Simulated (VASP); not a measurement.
Runs of VASP 6.6.1 on Cu. The structure is that of space group P6_3/mmc (No. 194), or close to it. The cells are those of the table. This isn't the form of Cu at room conditions, which is fcc.

```csv
task,cell,k mesh,cutoff (eV),gap on the mesh (eV),pressure (GPa),relaxed volume (Å³/atom)
relaxation of cell and atoms,"relaxed from a = 2.690, b = 2.690, c = 4.402 Å, angles 90.0, 90.0, 120.0°, 2 atoms",12 × 12 × 4,600,none,0.0,11.36
single point,"a = 2.523, b = 2.523, c = 4.112 Å, angles 90.0, 90.0, 120.0°, 2 atoms",12 × 12 × 4,520,none,(a),-
single point,"a = 2.521, b = 2.521, c = 4.117 Å, angles 90.0, 90.0, 120.0°, 2 atoms",18 × 18 × 10,520,none,0.7,-
relaxation of cell and atoms,"relaxed from a = 2.523, b = 2.523, c = 4.112 Å, angles 90.0, 90.0, 120.0°, 2 atoms",18 × 18 × 10,600,none,-0.1,11.38
```

Alike in all rows: level PBEsol; potentials or basis VASP PAW PBE potentials, release 64 (Cu); no spin polarisation; smearing gaussian 0.1 eV.

Estimate the missing entries.

(a) 0.4.

Caveats: some runs use coarse meshes; the PAW data sets were made with another functional, which shifts forces and pressure a little; the volume moved by over 15 % at a fixed basis, so the end points are rough (at least some runs).

A gap of «none» marks levels without a gap at the run's occupations.
